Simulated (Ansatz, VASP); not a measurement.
Ga3Se in VASP and in Ansatz

```xyz
4
Lattice="4.4325 0.0000 0.0000 0.0000 4.4325 0.0000 0.0000 0.0000 4.4325" Properties=species:S:1:pos:R:3 pbc="T T T"
Se    0.0000    0.0000    0.1000
Ga    2.2162    2.2162    0.0000
Ga    2.2162    0.0000    2.2162
Ga    0.0000    2.2162    2.2162
```

Alike in both runs: task single point; functional r2SCAN; k mesh 8 × 8 × 8; occupations gaussian, width 0.02 eV; no spin polarisation.

```csv
,VASP,Ansatz
version,VASP 6.6.1,Ansatz 0.2.0
potentials or method,"VASP PAW PBE potentials, release 64 (Se, Ga_d), cutoff 520 eV","scalar-relativistic, plane waves, PAW"
valence electrons in the cell,45,55
```

```csv
,VASP,Ansatz,Ansatz less VASP
pressure (GPa),-1.6,-1.6,-0.04
rms of the force components (eV/Å),0.030,0.030,+0.0005
```

VASP's potentials were made for PBE, not for r2SCAN. Atom by atom the forces differ by 0.001 eV/Å (rms over components). The functional is the same, so the differences come from potentials, cutoffs and numerics. VASP's potentials hold 45 valence electrons a cell and Ansatz's 55, so a difference there can come from the potentials and not from the codes. Ansatz's warnings: stress scf threshold loose.
